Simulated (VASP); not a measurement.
# Ti (P6_3/mmc) in VASP: further runs, part 2 of 2

VASP 6.6.1. The steps go on from the part before.

## 3. Relaxation of cell and atoms, PBE

This run uses another cell than the first one, of 17.32 Å³/atom.

INCAR reads:

```
  PREC = Accurate
  ENCUT = 600
  EDIFF = 1E-6
  ISMEAR = 0
  SIGMA = 0.1
  LREAL = False
  LASPH = True
  NELM = 60
  ALGO = Fast
  ISIF = 3
  LWAVE = False
  LCHARG = False
  GGA = PE
  IBRION = 2
  NSW = 100
  EDIFFG = -0.005
```

KPOINTS reads:

```
Automatic mesh
0
Gamma
  18 18 10
```

POSCAR reads:

```
Ti
1.0
    2.9357319231      0.0000000000      0.0000000000
   -1.4678659615      2.5424184241      0.0000000000
    0.0000000000      0.0000000000      4.6408561500
Ti
2
Direct
    0.3333333300      0.6666666700      0.2500000000
    0.6666666700      0.3333333300      0.7500000000
```

Potentials or basis: VASP PAW PBE potentials, release 64 (Ti_sv).

Command:

```
$ cat potpaw_PBE.64/Ti_sv/POTCAR > POTCAR
$ mpirun -np 1 vasp_std > vasp.out
```

OUTCAR:

```text
PREC = Accurate
   ENCUT = 600
   EDIFF = 1E-6
   ISMEAR = 0
   LREAL = False
   LASPH = True
   NELM = 60
   ISIF = 3
   GGA = PE
   IBRION = 2
   NSW = 100
   EDIFFG = -0.005

 ion  position               nearest neighbor table
   1  0.333  0.667  0.250-   2 2.87   2 2.87   2 2.87   2 2.87   2 2.87   2 2.87
   2  0.667  0.333  0.750-   1 2.87   1 2.87   1 2.87   1 2.87   1 2.87   1 2.87

  LATTYP: Found a hexagonal cell.
 ALAT       =     2.9357319231
 C/A-ratio  =     1.5808174151

  Lattice vectors:

 A1 = (   2.9357319231,   0.0000000000,   0.0000000000)
 A2 = (  -1.4678659615,   2.5424184241,   0.0000000000)
 A3 = (   0.0000000000,   0.0000000000,   4.6408561500)

Analysis of symmetry for initial positions (statically):
[... 290 lines left out ...]
  ext. energy  EPLUGINS =         0.00000000
  ---------------------------------------------------
  free energy    TOTEN  =       -15.67675984 eV

  energy without entropy =      -15.66737483  energy(sigma->0) =      -15.67206733

 E-fermi :   8.3634     XC(G=0): -11.5047

 val. band max:        8.3520868325   @ k =   0.3333   0.1667   0.4000
 cond. band min:       8.3808464468   @ k =   0.0556  -0.0000   0.5000
 fundamental gap:      0.0287596143
 Fermi energy:         8.3633715427

 k-point     1 :       0.0000    0.0000    0.0000
  band No.  band energies     occupation
      1     -48.5065      2.00000
      2     -48.3681      2.00000
      3     -25.0984      2.00000
      4     -24.4512      2.00000
      5     -24.4512      2.00000
      6     -24.3847      2.00000
[... 433 lines left out ...]
      3     -24.8937      2.00000
      4     -24.7918      2.00000
      5     -24.7750      2.00000
      6     -24.6171      2.00000
[... 8 lines left out ...]
     15       9.5265      0.00000
     16      11.4648      0.00000

 [... further k-points ...]
[... 5 lines left out ...]
  --------------------------------------------------------------------------------------
  -------------------------------------------------------------------------------------
  Total       -0.0073224     -0.0073224      0.0072896     -0.0000000      0.0000000     -0.0000000
  in kB       -0.3382572     -0.3382572      0.3367417     -0.0000000      0.0000000     -0.0000000
  external PRESSURE =      -0.1132576 kB  Pullay stress =       0.0000000 kB
[... 17 lines left out ...]
  FREE ENERGIE OF THE ION-ELECTRON SYSTEM (eV)
  ---------------------------------------------------
  free  energy   TOTEN  =       -15.6767598368 eV

  energy  without entropy=      -15.6673748262  energy(sigma->0) =      -15.67206733

 reached required accuracy - stopping structural energy minimisation
```

OSZICAR:

```text
N       E                     dE             d eps       ncg     rms          rms(c)
DAV:   1     0.259903620535E+03    0.25990E+03   -0.14810E+04  7112   0.205E+03
DAV:   2     0.111789235042E+02   -0.24872E+03   -0.24729E+03  7392   0.517E+02
DAV:   3    -0.164711847900E+02   -0.27650E+02   -0.27409E+02 14008   0.140E+02
[... 65 lines left out ...]
RMM:   4    -0.156767542248E+02   -0.27701E-05   -0.36828E-05  8523   0.675E-02    0.423E-03
RMM:   5    -0.156767567399E+02   -0.25151E-05   -0.25368E-05  7912   0.384E-02    0.557E-03
RMM:   6    -0.156767579538E+02   -0.12140E-05   -0.91050E-06  6428   0.247E-02    0.170E-03
RMM:   7    -0.156767590902E+02   -0.11364E-05   -0.89240E-06  6001   0.194E-02    0.307E-03
RMM:   8    -0.156767598368E+02   -0.74657E-06   -0.56029E-06  5508   0.131E-02
   4 F= -.15676760E+02 E0= -.15672067E+02  d E =-.371064E-04
```

CONTCAR:

```text
Ti
   1.00000000000000
     2.9367155114250920    0.0000000000000193    0.0000000000000000
    -1.4683577556625125    2.5432702365763800   -0.0000000000000000
     0.0000000000000000   -0.0000000000000000    4.6436825173815075
  Ti
     2
Direct
     0.3333333300000021    0.6666666699999979    0.2500000000000000
     0.6666666699999979    0.3333333300000021    0.7500000000000000

  0.00000000E+00  0.00000000E+00  0.00000000E+00
  0.00000000E+00  0.00000000E+00  0.00000000E+00
```

Run time: 6.4 min. Hardware: 1 thread of Intel Xeon Platinum 8488C (Sapphire Rapids), shared host; peak memory 0.26 GiB.

What came out:

* Free energy: -15.6768 eV
* Relaxed volume: 17.34 Å³/atom
* Relaxed cell: a = 2.937 Å, b = 2.937 Å, c = 4.644 Å, α = 90.00°, β = 90.00°, γ = 120.00°
* Space group after relaxing (to 0.1 Å): P6_3/mmc (No. 194)
* Energy gained by relaxing: 0.0 meV/atom
* Ionic steps: 4
* Pressure after relaxing: 0.0 GPa
* Band gap on the k mesh: zero (bands 12 and 13 overlap by 1.10 eV)

Final structure:
```
CELL_PARAMETERS angstrom
2.93672 0.00000 0.00000
-1.46836 2.54327 0.00000
0.00000 0.00000 4.64368
ATOMIC_POSITIONS crystal
Ti 0.33333 0.66667 0.25000
Ti 0.66667 0.33333 0.75000
```

Levels at points of the mesh, in eV from the Fermi level:
```
           k point  band 10  band 11  band 12  band 13  band 14  band 15
(0.00, 0.00, 0.00)    -2.70     0.76     0.76     0.78     0.89     1.26
(0.50, 0.00, 0.00)    -2.17    -1.86    -0.64     0.46     0.63     1.17
(0.00, 0.00, 0.50)    -4.36     0.08     0.08     0.67     0.67     0.67
(0.50, 0.00, 0.50)    -2.56    -0.82    -0.82     1.32     1.32     1.72
```
